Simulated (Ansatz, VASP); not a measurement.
# Na2Hg in VASP and in Ansatz

The input INCAR:

```
  ALGO = Normal
  DIPOL = 0.5 0.5 0.500
  EDIFF = 1E-6
  ENCUT = 520
  GGA = PE
  IDIPOL = 3
  ISIF = 2
  ISMEAR = 0
  LASPH = T
  LCHARG = T
  LDIPOL = T
  LELF = T
  LREAL = F
  LVACPOTAV = T
  LVHAR = T
  LWAVE = F
  NBANDS = 35
  NELM = 100
  PREC = Accurate
  SIGMA = 0.1
```

Contents of KPOINTS:

```
k-points
0
Gamma
  3 3 1
```

The input POSCAR:

```
Na2Hg
1.0
    8.5712110000      0.0000000000      0.0000000000
   -4.2856060000      7.4228870000      0.0000000000
    0.0000000000      0.0000000000     15.0000000000
Na Hg
4 2
Direct
    0.5000000000      0.0000000000      0.5000000000
    0.0000000000      0.5000000000      0.5000000000
    0.5000000000      0.5000000000      0.5000000000
    0.0000000000      0.0000000000      0.5000000000
    0.3333333300      0.6666666700      0.4964673700
    0.6666666700      0.3333333300      0.5035326300
```

Input for Ansatz:

```yaml
crystal:
  lattice:
    - [8.571211, 0.0, 0.0]
    - [-4.285606, 7.422887, 0.0]
    - [0.0, 0.0, 15.0]
  atoms:
    - { symbol: Na, position: [0.5, 0.0, 0.5] }
    - { symbol: Na, position: [0.0, 0.5, 0.5] }
    - { symbol: Na, position: [0.5, 0.5, 0.5] }
    - { symbol: Na, position: [0.0, 0.0, 0.5] }
    - { symbol: Hg, position: [0.33333333, 0.66666667, 0.49646737] }
    - { symbol: Hg, position: [0.66666667, 0.33333333, 0.50353263] }
  periodic: [true, true, false]
basis:
  ecutwfc: 420
kpoints:
  mp_grid: { grid: [3, 3, 1] }
hamiltonian:
  xc: pbe
scf:
  occupations: { method: gaussian, width: 0.1 }
  lower_state_search: "off"
output:
  forces: true
  stress: true
  eigenvalues: true
```

Alike in both runs: task single point; functional PBE; k mesh 3 × 3 × 1; occupations gaussian, width 0.1 eV; no spin polarisation.

|  | VASP | Ansatz |
| --- | --- | --- |
| version | VASP 6.6.1 | Ansatz 0.2.0 |
| potentials or method | VASP PAW PBE potentials, release 64 (Na_pv, Hg), cutoff 520 eV | scalar-relativistic, plane waves, PAW |
| valence electrons in the cell | 52 | 76 |

|  | VASP | Ansatz | Ansatz less VASP |
| --- | --- | --- | --- |
| gap on the k mesh at the Fermi level (eV) | none | none | - |
| rms of the force components (eV/Å) | 0.037 | 0.037 | -0.0005 |

Atom by atom the forces differ by 0.001 eV/Å (rms over components). A gap of «none» marks a metal or a gap that the smearing closes. VASP's potentials hold 52 valence electrons a cell and Ansatz's 76, so a difference there can come from the potentials and not from the codes. Ansatz's warnings: slab cell height set.

Neither program's run includes spin-orbit coupling.
